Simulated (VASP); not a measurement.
## AlRu: single point with PBE

AlRu:

```xyz
2
Lattice="2.9916 0.0000 0.0000 0.0000 2.9916 0.0000 0.0000 0.0000 2.9916" Properties=species:S:1:pos:R:3 pbc="T T T"
Ru    1.4958    1.4958    1.4958
Al    0.0000    0.0000    0.0000
```

```
Program             : VASP 6.6.1
Task                : single point
Functional          : PBE
Potentials or basis : VASP PAW PBE potentials, release 64 (Ru_pv, Al)
Cutoff              : 520 eV
k mesh              : 9 × 9 × 9
Occupations         : gaussian, width 0.014 eV
Spin                : no spin polarisation
```

```
Pressure : 2.2 GPa
```

Levels at points of the mesh, in eV from the Fermi level:
| k point | band 5 | band 6 | band 7 | band 8 | band 9 | band 10 | band 11 | band 12 | band 13 | band 14 |
| --- | --- | --- | --- | --- | --- | --- | --- | --- | --- | --- |
| (0.00, 0.00, 0.00) | -3.47 | -3.47 | 0.25 | 0.25 | 0.25 | 6.18 | 6.18 | 6.18 | 11.07 | 11.07 |

It took 10 s on 1 thread of Intel(R) Xeon(R) Platinum 8259CL CPU @ 2.50GHz (Skylake/Cascade Lake), on a shared host, peak memory 0.14 GiB.
